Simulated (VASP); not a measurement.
# NaCl (Pm-3m) in VASP: further runs

NaCl is run at these levels: PBE, r2SCAN; tasks: single point.

Everything below comes from runs of VASP 6.6.1. Logs are shortened: lines on timing, memory, paths and dates and some standing lists are left out, and cuts for length are marked.

## Step 1: The cell of the first run

It takes space group Pm-3m (No. 221, cubic). The conventional cell has a = 3.447 Å, b = 3.447 Å, c = 3.447 Å, α = 90.00°, β = 90.00°, γ = 90.00°. Within 3.9 Å of Na (site symmetry m-3m) lie 8 Cl at 2.99 Å and 6 Na at 3.45 Å. Within 3.9 Å of Cl (site symmetry m-3m) lie 8 Na at 2.99 Å and 6 Cl at 3.45 Å.

## Step 2: Single point, PBE (strain -0.3%)

File INCAR:

```
SYSTEM = NaCl
PREC = Accurate ; ENCUT = 520
EDIFF = 1E-6 ; ISMEAR = -1
SIGMA = 0.02 ; LREAL = .False.
LASPH = .True. ; NELM = 100
ALGO = Normal ; ISIF = 2
LWAVE = .False. ; LCHARG = .False.
GGA = PE ; NBANDS = 14
```

File KPOINTS:

```
regular mesh
0
Gamma
  8 8 8
  0 0 0
```

File POSCAR:

```
NaCl
1.0
    3.4474374293      0.0000000000      0.0000000000
    0.0000000000      3.4474374293      0.0000000000
    0.0000000000      0.0000000000      3.4474374293
Na Cl
1 1
Direct
    0.0000000000      0.0000000000      0.0000000000
    0.5000000000      0.5000000000      0.5000000000
```

Potentials or basis: VASP PAW PBE potentials, release 64 (Na_pv, Cl).

The run is started by

```sh
$ cat potpaw_PBE.64/Na_pv/POTCAR potpaw_PBE.64/Cl/POTCAR > POTCAR
$ mpirun -np 1 vasp_std > vasp.out
```

OUTCAR:

```text
SYSTEM = NaCl
   PREC = Accurate
   ENCUT = 520
   EDIFF = 1E-6
   ISMEAR = -1
   LREAL = .False.
   LASPH = .True.
   NELM = 100
   ISIF = 2
   GGA = PE

 ion  position               nearest neighbor table
   1  0.000  0.000  0.000-
   2  0.500  0.500  0.500-

  LATTYP: Found a simple cubic cell.
 ALAT       =     3.4474374293

  Lattice vectors:

 A1 = (   3.4474374293,   0.0000000000,   0.0000000000)
 A2 = (   0.0000000000,   3.4474374293,   0.0000000000)
 A3 = (   0.0000000000,   0.0000000000,   3.4474374293)

Analysis of symmetry for initial positions (statically):
=====================================================================
 Subroutine PRICEL returns:
 Original cell was already a primitive cell.

 Routine SETGRP: Setting up the symmetry group for a
 simple cubic supercell.

 Subroutine GETGRP returns: Found 48 space group operations
 (whereof 48 operations were pure point group operations)
 out of a pool of 48 trial point group operations.

The static configuration has the point symmetry O_h .

Analysis of symmetry for dynamics (positions and initial velocities):
=====================================================================
 Subroutine PRICEL returns:
 Original cell was already a primitive cell.

 Routine SETGRP: Setting up the symmetry group for a
 simple cubic supercell.

 Subroutine GETGRP returns: Found 48 space group operations
 (whereof 48 operations were pure point group operations)
 out of a pool of 48 trial point group operations.

The dynamic configuration has the point symmetry O_h .

 Subroutine INISYM returns: Found 48 space group operations
 (whereof 48 operations are pure point group operations),
 and found     1 'primitive' translations

----------------------------------------------------------------------------------------

                                     Primitive cell

  volume of cell :      40.9722

  direct lattice vectors                    reciprocal lattice vectors
     3.447437429  0.000000000  0.000000000     0.290070529  0.000000000  0.000000000
     0.000000000  3.447437429  0.000000000     0.000000000  0.290070529  0.000000000
     0.000000000  0.000000000  3.447437429     0.000000000  0.000000000  0.290070529

  length of vectors
     3.447437429  3.447437429  3.447437429     0.290070529  0.290070529  0.290070529

[... 86 lines left out ...]
   ISIF   =      2    stress and relaxation
   ISYM   =      2    0-nonsym 1-usesym 2-fastsym
   POTIM  = 0.5000    time-step for ionic-motion
   TEBEG  =    0.0;   TEEND  =   0.0 temperature during run
   PSTRESS=    0.0 pullay stress
   NELECT =      14.0000    total number of electrons
   NUPDOWN=      -1.0000    fix difference up-down
   EMIN   =  10.00;   EMAX   =-10.00  energy-range for DOS
   EFERMI =   0.00;   METHOD = LEGACY
   ISMEAR =    -1;   SIGMA  =   0.02  broadening in eV -4-tet -1-fermi 0-gaus
   EFERMI_NEDOS =   21; number of points for ismear=-14 and -15
   IALGO  =     38    algorithm
   IMIX   =      4    mixing-type and parameters
     AMIX     =   0.40;   BMIX     =  1.00
     AMIX_MAG =   1.60;   BMIX_MAG =  1.00
  volume/ion in A,a.u.               =      20.49       138.25
  Fermi-wavevector in a.u.,A,eV,Ry     =   1.144514  2.162818 17.822439  1.309912
  Thomas-Fermi vector in A             =   2.281206
   LORBIT       =      0    0 simple, 1 ext, 2 COOP (PROOUT), +10 PAW based schemes
   GGA     = PE    functional components
   LHFCALC =     F    Hartree Fock is set to
   AEXX    =    0.0000 exact exchange contribution
   IVDW    =     0    specifies the selected vdW correction
   LEPSILON=     F    determine dielectric tensor
   LRPA    =     F    only Hartree local field effects (RPA)
 non-spin polarized calculation
  energy-cutoff  :      520.00
  volume of cell :       40.97
 maximum number of plane-waves:      1141
 NGX is ok and might be reduce to    28
   NGX = 13   NGY = 13   NGZ = 13

 number of electron      14.0000005 magnetization

 Free energy of the ion-electron system (eV)
  ---------------------------------------------------
  ext. energy  EPLUGINS =         0.00000000
  ---------------------------------------------------
  free energy    TOTEN  =        -6.45921325 eV

  energy without entropy =       -6.45921325  energy(sigma->0) =       -6.45921325

 E-fermi :   1.1613     XC(G=0):  -8.6389

 val. band max:        0.7619628764   @ k =   0.5000   0.5000   0.0000
 cond. band min:       4.9042902351   @ k =   0.0000   0.0000   0.0000
 fundamental gap:      4.1423273587
 Fermi energy:         1.1613407665

 k-point     1 :       0.0000    0.0000    0.0000
  band No.  band energies     occupation
      1     -21.2676      2.00000
      2     -21.2676      2.00000
      3     -21.2676      2.00000
      4     -12.7840      2.00000
      5       0.2317      2.00000
      6       0.2317      2.00000
      7       0.2317      2.00000
      8       4.9043      0.00000
      9       9.2877      0.00000
     10       9.2877      0.00000
     11      16.8427      0.00000
     12      16.8431      0.00000
     13      16.8437      0.00000
     14      16.9032      0.00000
[... 377 lines left out ...]
      1     -21.3060      2.00000
      2     -21.2984      2.00000
      3     -21.2657      2.00000
      4     -12.0852      2.00000
      5      -1.7249      2.00000
      6      -1.3518      2.00000
      7       0.3593      2.00000
      8       6.8649      0.00000
      9      10.3615      0.00000
     10      10.6673      0.00000
     11      11.9810      0.00000
     12      14.5193      0.00000
     13      14.5801      0.00000
     14      17.5879      0.00000

 [... further k-points ...]

------------------------ aborting loop because EDIFF is reached ----------------------------------------

  FORCE on cell =-STRESS in cart. coord.  units (eV):
  Direction    XX          YY          ZZ          XY          YZ          ZX
  --------------------------------------------------------------------------------------
  -------------------------------------------------------------------------------------
  Total        0.3677125      0.3677125      0.3677125     -0.0000000     -0.0000000      0.0000000
  in kB       14.3790359     14.3790359     14.3790359     -0.0000000     -0.0000000      0.0000000
  external PRESSURE =      14.3790359 kB  Pullay stress =       0.0000000 kB

 VOLUME and BASIS-vectors are now :
 -----------------------------------------------------------------------------
  energy-cutoff  :      520.00
  volume of cell :       40.97
      direct lattice vectors                 reciprocal lattice vectors
     3.447437429  0.000000000  0.000000000     0.290070529  0.000000000  0.000000000
     0.000000000  3.447437429  0.000000000     0.000000000  0.290070529  0.000000000
     0.000000000  0.000000000  3.447437429     0.000000000  0.000000000  0.290070529

 POSITION                                       TOTAL-FORCE (eV/Angst)
 -----------------------------------------------------------------------------------
      0.00000      0.00000      0.00000         0.000000      0.000000      0.000000
      1.72372      1.72372      1.72372         0.000000      0.000000      0.000000
 -----------------------------------------------------------------------------------
    total drift:                               -0.000000      0.000000      0.000000

  FREE ENERGIE OF THE ION-ELECTRON SYSTEM (eV)
  ---------------------------------------------------
  free  energy   TOTEN  =        -6.4592132484 eV

  energy  without entropy=       -6.4592132484  energy(sigma->0) =       -6.45921325
```

It took 29 s on 1 thread of Intel Xeon 8259CL, shared host; peak memory 0.16 GiB.

What came out:

```yaml
Free_energy: -6.4592 eV
Pressure: 1.4 GPa
Band_gap_on_the_k_mesh: 4.14 eV (least direct gap 4.67 eV)
```

Caveat: the cell differs from its parent crystal (strain -0.3%). A k mesh can miss the band edges.

## Step 3: Single point, r2SCAN (strain -0.3%)

POSCAR is that of step 2.

File INCAR.step1:

```
  PREC = Accurate
  ENCUT = 520
  ISMEAR = 0
  SIGMA = 0.01
  LREAL = False
  LASPH = True
  NELM = 60
  NBANDS = 14
  GGA = PE
  ALGO = Normal
  EDIFF = 1E-4
  LWAVE = True
  LCHARG = False
```

File INCAR.step2:

```
  PREC = Accurate
  ENCUT = 520
  EDIFF = 1E-6
  ISMEAR = 0
  SIGMA = 0.01
  LREAL = False
  LASPH = True
  NELM = 60
  ALGO = Normal
  ISIF = 2
  LWAVE = False
  LCHARG = True
  METAGGA = R2SCAN
  LMIXTAU = True
  LELF = True
  LVHAR = True
  NBANDS = 14
  ISTART = 1
```

File KPOINTS:

```
regular mesh
0
Gamma
  8 8 8
```

Potentials or basis: VASP PAW PBE potentials, release 64 (Na_pv, Cl).

The run is started by

```sh
$ cat potpaw_PBE.64/Na_pv/POTCAR potpaw_PBE.64/Cl/POTCAR > POTCAR
$ cp INCAR.step1 INCAR
$ mpirun -np 1 vasp_std > vasp.out
$ cp INCAR.step2 INCAR
$ mpirun -np 1 vasp_std > vasp.out
```

It took 91 s on 1 thread of Intel Xeon 8259CL, shared host; peak memory 0.16 GiB.

Results (log left out):

* Free energy: -13.4660 eV
* Pressure: 0.0 GPa
* Band gap on the k mesh: 4.99 eV (least direct gap 5.54 eV)

Levels at points of the mesh, in eV from the valence-band top:
| k point | band 5 | band 6 | band 7 | band 8 | band 9 | band 10 |
| --- | --- | --- | --- | --- | --- | --- |
| (0.00, 0.00, 0.00) | -0.55 | -0.55 | -0.55 | 4.99 | 9.13 | 9.13 |
| (0.50, 0.00, 0.00) | -3.18 | -0.29 | -0.29 | 7.86 | 9.87 | 11.24 |
| (0.50, 0.50, 0.00) | -2.48 | -2.48 | 0.00 | 6.24 | 10.75 | 12.27 |
| (0.50, 0.50, 0.50) | -2.05 | -2.05 | -2.05 | 7.75 | 7.75 | 7.75 |

Caveat: the cell differs from its parent crystal (strain -0.3%); the PAW data sets were made with another functional, which shifts forces and pressure a little.
